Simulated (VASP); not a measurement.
Input of a VASP 6.6.1 run:

INCAR

```
PREC = Accurate ; ENCUT = 600
EDIFF = 1E-6 ; ISMEAR = -1
SIGMA = 0.1 ; LREAL = F
LASPH = T ; NELM = 60
ALGO = Normal ; ISIF = 3
LWAVE = F ; LCHARG = F
GGA = PE ; IBRION = 2
NSW = 60 ; EDIFFG = -0.005
```

The input KPOINTS:

```
Automatic mesh
0
Gamma
  11 11 11
```

Contents of POSCAR:

```
Sr
1.0
    0.0000000000      3.0191369257      3.0191369257
    3.0191369257      0.0000000000      3.0191369257
    3.0191369257      3.0191369257      0.0000000000
Sr
1
Direct
    0.0000000000      0.0000000000      0.0000000000
```

Potentials or basis: VASP PAW PBE potentials, release 64 (Sr_sv).

The run is started by

```sh
$ cat potpaw_PBE.64/Sr_sv/POTCAR > POTCAR
$ mpirun -np 1 vasp_std > vasp.out
```

**Question.** What does it give for the band gap on the k mesh?

**Answer.** Zero (band 5 reaches 1.63 eV, above the bottom of band 6 at 1.61 eV).

Final structure:
```
Sr
1.0
     0.00000    3.01914    3.01914
     3.01914    0.00000    3.01914
     3.01914    3.01914    0.00000
Sr
1
Cartesian
  0.0000 0.0000 0.0000
```

Caveat: the relaxation stopped at its first step, so nothing moved.
